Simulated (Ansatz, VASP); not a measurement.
**Li2S: VASP beside Ansatz**

Contents of POSCAR:

```
Li2S
1.0
    0.0000000000      2.8825660000      2.8825660000
    2.8825660000      0.0000000000      2.8825660000
    2.8825660000      2.8825660000      0.0000000000
Li S
2 1
Direct
    0.2500000000      0.2500000000      0.2500000000
    0.7500000000      0.7500000000      0.7500000000
    0.0000000000      0.0000000000      0.0000000000
```

INCAR.step1

```
SYSTEM = Li2S
PREC = Accurate ; ENCUT = 830
ISMEAR = -5 ; SIGMA = 0.1
LREAL = .FALSE. ; LASPH = .TRUE.
NELM = 120 ; GGA = PE
ALGO = Normal ; EDIFF = 1E-5
LWAVE = .TRUE. ; LCHARG = .FALSE.
GGA_COMPAT = .FALSE. ; IBRION = 2
ISIF = 3 ; EDIFFG = -0.005
NELMIN = 4 ; NSW = 100
```

File INCAR.step2:

```
SYSTEM = Li2S
PREC = Accurate ; ENCUT = 830
EDIFF = 1E-7 ; ISMEAR = -5
SIGMA = 0.1 ; LREAL = .FALSE.
LASPH = .TRUE. ; NELM = 120
ALGO = Normal ; ISIF = 3
LWAVE = .FALSE. ; LCHARG = .FALSE.
METAGGA = R2SCAN ; LMIXTAU = .TRUE.
IBRION = 2 ; NSW = 60
EDIFFG = -0.01 ; ISTART = 1
GGA_COMPAT = .FALSE. ; NELMIN = 4
```

Contents of KPOINTS:

```
regular mesh
0
G
  5 5 5
  0 0 0
```

Input for Ansatz:

```yaml
crystal:
  lattice:
    - [0.0, 2.882566, 2.882566]
    - [2.882566, 0.0, 2.882566]
    - [2.882566, 2.882566, 0.0]
  atoms:
    - { symbol: Li, position: [0.25, 0.25, 0.25] }
    - { symbol: Li, position: [0.75, 0.75, 0.75] }
    - { symbol: S, position: [0.0, 0.0, 0.0] }
  symmetry: { tolerance: 0.0003 }
kpoints:
  mp_grid: { grid: [5, 5, 5], shift: [0, 0, 0] }
magnetization:
  spin_polarized: false
scf:
  occupations: { method: tetrahedron }
hamiltonian:
  pseudopotentials: { kind: paw }
  xc: r2scan
basis:
  ecutwfc: 500
output:
  forces: true
  stress: true
  eigenvalues: true
relax:
  max_steps: 40
  cell: {}
```

Alike in both runs: task relaxation of cell and atoms; functional r2SCAN; k mesh 5 × 5 × 5; occupations tetrahedron; no spin polarisation.

|  | VASP | Ansatz |
| --- | --- | --- |
| version | VASP 6.6.1 | Ansatz 0.2.0 |
| potentials or method | VASP PAW PBE potentials, release 64 (Li_sv, S), cutoff 830 eV | PAW plane waves |
| valence electrons in the cell | 12 | 12 |

```csv
,VASP,Ansatz,Ansatz less VASP
"gap on the k mesh at the Fermi level, each at its own relaxed structure (eV)",4.16,4.17,+0.017
relaxed volume (Å³/atom),15.30,15.35,+0.048
relaxed length of the cell vector where the two differ most in proportion (Å),4.019,4.023,+0.0042
```

VASP's potentials were made for PBE, not for r2SCAN. Ansatz's warnings: band table not solved further, forces under tetrahedra, tetrahedron derivatives may miss energy slope.
